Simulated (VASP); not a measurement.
# MgO in VASP: further runs

The runs below take MgO through single point, with PBE.

Program: VASP 6.6.1. These are calculated values, not measurements. Logs are shortened: lines on timing, memory, paths and dates and some standing lists are left out, and cuts for length are marked.

### Step 1. The cell of the first run

It takes space group F-43m (No. 216, cubic). Conventional cell: a = 4.381 Å, b = 4.381 Å, c = 4.381 Å, α = 90.00°, β = 90.00°, γ = 90.00°. Within 2.5 Å of Mg (site symmetry -43m) lie 4 O at 1.90 Å. Within 2.5 Å of O (site symmetry -43m) lie 4 Mg at 1.90 Å.

### Step 2. Single point, PBE (strain -4.0%)

The input, INCAR:

```
SYSTEM = MgO
PREC = Accurate
ENCUT = 600
EDIFF = 1E-6
ISMEAR = 0
SIGMA = 0.01
LREAL = .FALSE.
LASPH = .TRUE.
NELM = 120
ALGO = Normal
ISIF = 2
LWAVE = .FALSE.
LCHARG = .FALSE.
GGA = PE
NBANDS = 11
GGA_COMPAT = .FALSE.
```

The input, KPOINTS:

```
regular mesh
0
G
  6 6 6
  0 0 0
```

The input, POSCAR:

```
MgO
1.0
    0.0000000000      2.1907254362      2.1907254362
    2.1907254362      0.0000000000      2.1907254362
    2.1907254362      2.1907254362      0.0000000000
Mg O
1 1
Direct
    0.0000000000      0.0000000000      0.0000000000
    0.2500000000      0.2500000000      0.2500000000
```

Potentials or basis: VASP PAW PBE potentials, release 64 (Mg, O).

On the command line:

```console
> cat potpaw_PBE.64/Mg/POTCAR potpaw_PBE.64/O/POTCAR > POTCAR
> mpirun -np 1 vasp_std > vasp.out
```

OUTCAR:

```text
SYSTEM = MgO
   PREC = Accurate
   ENCUT = 600
   EDIFF = 1E-6
   ISMEAR = 0
   LREAL = .FALSE.
   LASPH = .TRUE.
   NELM = 120
   ISIF = 2
   GGA = PE

 ion  position               nearest neighbor table
   1  0.000  0.000  0.000-   2 1.90   2 1.90   2 1.90   2 1.90
   2  0.250  0.250  0.250-   1 1.90   1 1.90   1 1.90   1 1.90

  LATTYP: Found a face centered cubic cell.
 ALAT       =     4.3814508724

  Lattice vectors:

 A1 = (   0.0000000000,   2.1907254362,   2.1907254362)
 A2 = (   2.1907254362,   0.0000000000,   2.1907254362)
 A3 = (   2.1907254362,   2.1907254362,   0.0000000000)

Analysis of symmetry for initial positions (statically):
=====================================================================
 Subroutine PRICEL returns:
 Original cell was already a primitive cell.

 Routine SETGRP: Setting up the symmetry group for a
 face centered cubic supercell.

 Subroutine GETGRP returns: Found 24 space group operations
 (whereof 24 operations were pure point group operations)
 out of a pool of 48 trial point group operations.

The static configuration has the point symmetry T_d .

Analysis of symmetry for dynamics (positions and initial velocities):
=====================================================================
 Subroutine PRICEL returns:
 Original cell was already a primitive cell.

 Routine SETGRP: Setting up the symmetry group for a
 face centered cubic supercell.

 Subroutine GETGRP returns: Found 24 space group operations
 (whereof 24 operations were pure point group operations)
 out of a pool of 48 trial point group operations.

The dynamic configuration has the point symmetry T_d .

 Subroutine INISYM returns: Found 24 space group operations
 (whereof 24 operations are pure point group operations),
 and found     1 'primitive' translations

----------------------------------------------------------------------------------------

                                     Primitive cell

  volume of cell :      21.0278

  direct lattice vectors                    reciprocal lattice vectors
     0.000000000  2.190725436  2.190725436    -0.228234900  0.228234900  0.228234900
     2.190725436  0.000000000  2.190725436     0.228234900 -0.228234900  0.228234900
     2.190725436  2.190725436  0.000000000     0.228234900  0.228234900 -0.228234900

  length of vectors
     3.098153623  3.098153623  3.098153623     0.395314442  0.395314442  0.395314442

  position of ions in fractional coordinates (direct lattice)
     0.000000000  0.000000000  0.000000000
     0.250000000  0.250000000  0.250000000

  ion indices of the primitive-cell ions
   primitive index   ion index
                 1           1
                 2           2

----------------------------------------------------------------------------------------

 KPOINTS: regular mesh

Automatic generation of k-mesh.
 Grid dimensions read from file:
 generate k-points for:    6    6    6

 Generating k-lattice:

  Cartesian coordinates                     Fractional coordinates (reciprocal lattice)
    -0.038039150  0.038039150  0.038039150     0.166666667  0.000000000  0.000000000
     0.038039150 -0.038039150  0.038039150     0.000000000  0.166666667  0.000000000
     0.038039150  0.038039150 -0.038039150     0.000000000  0.000000000  0.166666667

  Length of vectors
     0.065885740  0.065885740  0.065885740

  Shift w.r.t. Gamma in fractional coordinates (k-lattice)
     0.000000000  0.000000000  0.000000000

 Subroutine IBZKPT returns following result:
 ===========================================

 Found     16 irreducible k-points:

 Following reciprocal coordinates:
            Coordinates               Weight
  0.000000  0.000000  0.000000      1.000000
  0.166667  0.000000  0.000000      8.000000
  0.333333  0.000000  0.000000      8.000000
  0.500000  0.000000  0.000000      4.000000
  0.166667  0.166667  0.000000      6.000000
  0.333333  0.166667  0.000000     24.000000
[... 8 lines left out ...]
 -0.333333  0.333333  0.166667     24.000000
 -0.333333  0.500000  0.166667     12.000000
   k-points           NKPTS =     16   k-points in BZ     NKDIM =     16   number of bands    NBANDS=     11
   number of dos      NEDOS =    301   number of ions     NIONS =      2
   total plane-waves  NPLWV =  21952
   dimension x,y,z NGX =    28 NGY =   28 NGZ =   28
   dimension x,y,z NGXF=    56 NGYF=   56 NGZF=   56
   ions per type =               1   1
   NGX,Y,Z   is equivalent  to a cutoff of  15.02, 15.02, 15.02 a.u.
   NGXF,Y,Z  is equivalent  to a cutoff of  30.05, 30.05, 30.05 a.u.
 SYSTEM =  MgO
   PREC   = accura    normal or accurate (medium, high low for compatibility)
   ISTART =      0    job   : 0-new  1-cont  2-samecut
   ICHARG =      2    charge: 1-file 2-atom 10-const
   ISPIN  =      1    spin polarized calculation?
   LNONCOLLINEAR =      F non collinear calculations
   LSORBIT =      F    spin-orbit coupling
   LASPH  =      T    aspherical Exc in radial PAW
   ENCUT  =  600.0 eV  44.10 Ry    6.64 a.u.   6.19  6.19  6.19*2*pi/ulx,y,z
   NELM   =    120;   NELMIN=  2; NELMDL= -5     # of ELM steps
   EDIFF  = 0.1E-05   stopping-criterion for ELM
   LREAL  =      F    real-space projection
   EDIFFG = 0.1E-04   stopping-criterion for IOM
   NSW    =      0    number of steps for IOM
   IBRION =     -1    ionic relax: 0-MD 1-quasi-New 2-CG
   NFREE  =      0    steps in history (QN), initial steepest desc. (CG)
   ISIF   =      2    stress and relaxation
   ISYM   =      2    0-nonsym 1-usesym 2-fastsym
   POTIM  = 0.5000    time-step for ionic-motion
   TEBEG  =    0.0;   TEEND  =   0.0 temperature during run
   PSTRESS=    0.0 pullay stress
   NELECT =       8.0000    total number of electrons
   NUPDOWN=      -1.0000    fix difference up-down
   EMIN   =  10.00;   EMAX   =-10.00  energy-range for DOS
   EFERMI =   0.00;   METHOD = LEGACY
   ISMEAR =     0;   SIGMA  =   0.01  broadening in eV -4-tet -1-fermi 0-gaus
   EFERMI_NEDOS =   21; number of points for ismear=-14 and -15
   IALGO  =     38    algorithm
   IMIX   =      4    mixing-type and parameters
     AMIX     =   0.40;   BMIX     =  1.00
     AMIX_MAG =   1.60;   BMIX_MAG =  1.00
  volume/ion in A,a.u.               =      10.51        70.95
  Fermi-wavevector in a.u.,A,eV,Ry     =   1.186243  2.241674 19.145733  1.407172
  Thomas-Fermi vector in A             =   2.322419
   LORBIT       =      0    0 simple, 1 ext, 2 COOP (PROOUT), +10 PAW based schemes
   GGA     = PE    functional components
   LHFCALC =     F    Hartree Fock is set to
   AEXX    =    0.0000 exact exchange contribution
   IVDW    =     0    specifies the selected vdW correction
   LEPSILON=     F    determine dielectric tensor
   LRPA    =     F    only Hartree local field effects (RPA)
 non-spin polarized calculation
 Gauss-broadening in eV      SIGMA  =   0.01
  energy-cutoff  :      600.00
  volume of cell :       21.03
 maximum number of plane-waves:       725
 NGX is ok and might be reduce to    28
   NGX = 13   NGY = 13   NGZ = 13

 number of electron       8.0000000 magnetization

 Free energy of the ion-electron system (eV)
  ---------------------------------------------------
  ext. energy  EPLUGINS =         0.00000000
  ---------------------------------------------------
  free energy    TOTEN  =       -11.47697123 eV

  energy without entropy =      -11.47697123  energy(sigma->0) =      -11.47697123

 E-fermi :   1.5334     XC(G=0): -10.2602

 val. band max:        1.4633765294   @ k =   0.0000   0.0000   0.0000
 cond. band min:       5.8446603210   @ k =   0.0000   0.0000   0.0000
 fundamental gap:      4.3812837917
 Fermi energy:         1.5334392155

 k-point     1 :       0.0000    0.0000    0.0000
  band No.  band energies     occupation
      1     -14.8158      2.00000
      2       1.4634      2.00000
      3       1.4634      2.00000
      4       1.4634      2.00000
      5       5.8447      0.00000
      6      19.6678      0.00000
      7      19.6678      0.00000
      8      19.6678      0.00000
      9      22.9720      0.00000
     10      22.9720      0.00000
     11      23.3197      0.00000

 k-point     2 :       0.1667    0.0000    0.0000
  band No.  band energies     occupation
      1     -14.6156      2.00000
      2       0.3090      2.00000
      3       1.4166      2.00000
      4       1.4166      2.00000
      5       7.1967      0.00000
      6      17.4422      0.00000
      7      19.1996      0.00000
      8      19.1996      0.00000
      9      21.4433      0.00000
     10      21.4433      0.00000
     11      22.4278      0.00000

 k-point     3 :       0.3333    0.0000    0.0000
  band No.  band energies     occupation
      1     -14.1851      2.00000
      2      -1.2639      2.00000
      3       1.3249      2.00000
      4       1.3249      2.00000
      5       9.3829      0.00000
      6      14.2808      0.00000
      7      17.6370      0.00000
      8      17.6370      0.00000
      9      22.3911      0.00000
     10      23.2673      0.00000
     11      23.2673      0.00000

 k-point     4 :       0.5000    0.0000    0.0000
  band No.  band energies     occupation
      1     -13.9520      2.00000
      2      -1.9116      2.00000
      3       1.2799      2.00000
      4       1.2799      2.00000
      5      11.1413      0.00000
      6      12.1351      0.00000
      7      17.0339      0.00000
      8      17.0339      0.00000
      9      22.8607      0.00000
     10      25.1126      0.00000
     11      25.1126      0.00000
[... 127 lines left out ...]
 k-point    14 :       0.5000    0.3333    0.1667
  band No.  band energies     occupation
      1     -13.9077      2.00000
      2      -1.0523      2.00000
      3       0.3759      2.00000
      4       0.9735      2.00000
      5       9.7407      0.00000
      6      13.6214      0.00000
      7      16.3399      0.00000
      8      18.1414      0.00000
      9      21.4492      0.00000
     10      25.1251      0.00000
     11      27.6372      0.00000

 k-point    15 :      -0.3333    0.3333    0.1667
  band No.  band energies     occupation
      1     -13.7568      2.00000
      2      -1.0257      2.00000
      3      -0.0229      2.00000
      4       0.7907      2.00000
      5      10.0688      0.00000
      6      13.2866      0.00000
      7      16.2266      0.00000
      8      17.8252      0.00000
      9      22.9936      0.00000
     10      23.7882      0.00000
     11      28.9795      0.00000

 k-point    16 :      -0.3333    0.5000    0.1667
  band No.  band energies     occupation
      1     -13.6909      2.00000
      2      -0.9050      2.00000
      3       0.1246      2.00000
      4       0.4028      2.00000
      5       9.1268      0.00000
      6      13.7837      0.00000
      7      17.2318      0.00000
      8      17.4291      0.00000
      9      21.5405      0.00000
     10      25.9872      0.00000
     11      27.5913      0.00000

------------------------ aborting loop because EDIFF is reached ----------------------------------------

  FORCE on cell =-STRESS in cart. coord.  units (eV):
  Direction    XX          YY          ZZ          XY          YZ          ZX
  --------------------------------------------------------------------------------------
  -------------------------------------------------------------------------------------
  Total        3.1024395      3.1024395      3.1024395      0.0000000      0.0000000      0.0000000
  in kB      236.3850746    236.3850746    236.3850746      0.0000000      0.0000000      0.0000000
  external PRESSURE =     236.3850746 kB  Pullay stress =       0.0000000 kB

 VOLUME and BASIS-vectors are now :
 -----------------------------------------------------------------------------
  energy-cutoff  :      600.00
  volume of cell :       21.03
      direct lattice vectors                 reciprocal lattice vectors
     0.000000000  2.190725436  2.190725436    -0.228234900  0.228234900  0.228234900
     2.190725436  0.000000000  2.190725436     0.228234900 -0.228234900  0.228234900
     2.190725436  2.190725436  0.000000000     0.228234900  0.228234900 -0.228234900

 POSITION                                       TOTAL-FORCE (eV/Angst)
 -----------------------------------------------------------------------------------
      0.00000      0.00000      0.00000         0.000000      0.000000      0.000000
      1.09536      1.09536      1.09536        -0.000000     -0.000000     -0.000000
 -----------------------------------------------------------------------------------
    total drift:                               -0.000000     -0.000000      0.000000

  FREE ENERGIE OF THE ION-ELECTRON SYSTEM (eV)
  ---------------------------------------------------
  free  energy   TOTEN  =       -11.4769712261 eV

  energy  without entropy=      -11.4769712261  energy(sigma->0) =      -11.47697123
```

It took 7.2 s on 1 thread of Intel Xeon Platinum 8259CL at 2.50GHz (Skylake/Cascade Lake), shared host; peak memory 0.15 GiB.

What came out:

```
Free energy            : -11.4770 eV
Pressure               : 23.6 GPa
Band gap on the k mesh : 4.38 eV, direct
```

Caveat: the cell differs from its parent crystal (strain -4.0%).

### Step 3. Single point, PBE (uniaxial z strain +5.0%)

INCAR, as its differences from that of step 2:

```diff
@@ -12,4 +12,6 @@
 LWAVE = .FALSE.
-LCHARG = .FALSE.
+LCHARG = .TRUE.
 GGA = PE
+LELF = .TRUE.
+LVHAR = .TRUE.
 NBANDS = 11
```

KPOINTS is that of step 2.

The input, POSCAR:

```
MgO
1.0
    0.0000000000      2.2820056627      2.3961059458
    2.2820056627      0.0000000000      2.3961059458
    2.2820056627      2.2820056627      0.0000000000
Mg O
1 1
Direct
    0.0000000000      0.0000000000      0.0000000000
    0.2500000000      0.2500000000      0.2500000000
```

Potentials or basis: VASP PAW PBE potentials, release 64 (Mg, O).

On the command line:

```console
> cat potpaw_PBE.64/Mg/POTCAR potpaw_PBE.64/O/POTCAR > POTCAR
> mpirun -np 1 vasp_std > vasp.out
```

OUTCAR:

```text
SYSTEM = MgO
   PREC = Accurate
   ENCUT = 600
   EDIFF = 1E-6
   ISMEAR = 0
   LREAL = .FALSE.
   LASPH = .TRUE.
   NELM = 120
   ISIF = 2
   GGA = PE

 ion  position               nearest neighbor table
   1  0.000  0.000  0.000-   2 2.01   2 2.01   2 2.01   2 2.01
   2  0.250  0.250  0.250-   1 2.01   1 2.01   1 2.01   1 2.01

  LATTYP: Found a body centered tetragonal cell.
 ALAT       =     3.2272433576
 C/A-ratio  =     1.4849242405

  Lattice vectors:

 A1 = (  -2.2820056627,   0.0000000000,   2.3961059458)
 A2 = (   2.2820056627,   0.0000000000,   2.3961059458)
 A3 = (   0.0000000000,   2.2820056627,  -2.3961059458)

Analysis of symmetry for initial positions (statically):
=====================================================================
 Subroutine PRICEL returns:
 Original cell was already a primitive cell.

 Routine SETGRP: Setting up the symmetry group for a
 body centered tetragonal supercell.

 Subroutine GETGRP returns: Found  8 space group operations
 (whereof  8 operations were pure point group operations)
 out of a pool of 16 trial point group operations.

The static configuration has the point symmetry D_2d.

Analysis of symmetry for dynamics (positions and initial velocities):
=====================================================================
 Subroutine PRICEL returns:
 Original cell was already a primitive cell.

 Routine SETGRP: Setting up the symmetry group for a
 body centered tetragonal supercell.

 Subroutine GETGRP returns: Found  8 space group operations
 (whereof  8 operations were pure point group operations)
 out of a pool of 16 trial point group operations.

The dynamic configuration has the point symmetry D_2d.

 Subroutine INISYM returns: Found  8 space group operations
 (whereof  8 operations are pure point group operations),
 and found     1 'primitive' translations

----------------------------------------------------------------------------------------

                                     Primitive cell

  volume of cell :      24.9557
[... 118 lines left out ...]
   LEPSILON=     F    determine dielectric tensor
   LRPA    =     F    only Hartree local field effects (RPA)
 non-spin polarized calculation
 Gauss-broadening in eV      SIGMA  =   0.01
  energy-cutoff  :      600.00
  volume of cell :       24.96
 maximum number of plane-waves:       853
 NGX is ok and might be reduce to    28
   NGX = 13   NGY = 13   NGZ = 13

 number of electron       8.0000001 magnetization

 Free energy of the ion-electron system (eV)
  ---------------------------------------------------
  ext. energy  EPLUGINS =         0.00000000
  ---------------------------------------------------
  free energy    TOTEN  =       -11.69421837 eV

  energy without entropy =      -11.69421837  energy(sigma->0) =      -11.69421837

 E-fermi :   0.7279     XC(G=0):  -9.5145

 val. band max:        0.5863191594   @ k =   0.0000   0.0000   0.0000
 cond. band min:       3.9108475317   @ k =   0.0000   0.0000   0.0000
 fundamental gap:      3.3245283723
 Fermi energy:         0.7278908675

 k-point     1 :       0.0000    0.0000    0.0000
  band No.  band energies     occupation
      1     -15.2179      2.00000
      2       0.4728      2.00000
      3       0.5863      2.00000
      4       0.5863      2.00000
      5       3.9108      0.00000
      6      16.8363      0.00000
      7      16.8363      0.00000
      8      16.8464      0.00000
      9      19.4937      0.00000
     10      19.5357      0.00000
     11      20.8739      0.00000
[... 309 lines left out ...]
 k-point    24 :       0.5000   -0.0000    0.3333
  band No.  band energies     occupation
      1     -14.4676      2.00000
      2      -1.6473      2.00000
      3      -0.5064      2.00000
      4      -0.1119      2.00000
      5       7.4135      0.00000
      6      11.6825      0.00000
      7      13.6855      0.00000
      8      15.9820      0.00000
      9      16.8672      0.00000
     10      22.8880      0.00000
     11      23.8606      0.00000

 [... further k-points ...]

------------------------ aborting loop because EDIFF is reached ----------------------------------------

  FORCE on cell =-STRESS in cart. coord.  units (eV):
  Direction    XX          YY          ZZ          XY          YZ          ZX
  --------------------------------------------------------------------------------------
  -------------------------------------------------------------------------------------
  Total       -0.2627922     -0.2627922     -0.6807686      0.0000000      0.0000000      0.0000000
  in kB      -16.8714937    -16.8714937    -43.7059610      0.0000000      0.0000000      0.0000000
  external PRESSURE =     -25.8163161 kB  Pullay stress =       0.0000000 kB

 VOLUME and BASIS-vectors are now :
 -----------------------------------------------------------------------------
  energy-cutoff  :      600.00
  volume of cell :       24.96
      direct lattice vectors                 reciprocal lattice vectors
     0.000000000  2.282005663  2.396105946    -0.219105504  0.219105504  0.208671908
     2.282005663  0.000000000  2.396105946     0.219105504 -0.219105504  0.208671908
     2.282005663  2.282005663  0.000000000     0.219105504  0.219105504 -0.208671908

 POSITION                                       TOTAL-FORCE (eV/Angst)
 -----------------------------------------------------------------------------------
      0.00000      0.00000      0.00000         0.000000      0.000000      0.000000
      1.14100      1.14100      1.19805        -0.000000     -0.000000     -0.000000
 -----------------------------------------------------------------------------------
    total drift:                               -0.000000     -0.000000      0.000000

  FREE ENERGIE OF THE ION-ELECTRON SYSTEM (eV)
  ---------------------------------------------------
  free  energy   TOTEN  =       -11.6942183666 eV

  energy  without entropy=      -11.6942183666  energy(sigma->0) =      -11.69421837
```

stdout:

```text
POSCAR found type information on POSCAR MgO
 POSCAR found :  2 types and       2 ions
 scaLAPACK will be used
 LDA part: xc-table for (Slater+PW92), standard interpolation
 POSCAR, INCAR and KPOINTS ok, starting setup
 FFT: planning ... GRIDC
 FFT: planning ... GRID_SOFT
 FFT: planning ... GRID
 WAVECAR not read
 entering main loop
```

Run time: 13 s. Hardware: 1 thread of Intel Xeon Platinum 8259CL at 2.50GHz (Skylake/Cascade Lake), shared host; peak memory 0.16 GiB.

What came out:

```
Free energy            : -11.6942 eV
Pressure               : -2.6 GPa
Band gap on the k mesh : 3.32 eV, direct
```

Caveat: the cell differs from its parent crystal (uniaxial z strain +5.0%).

(Continued in part 2 of 2.)
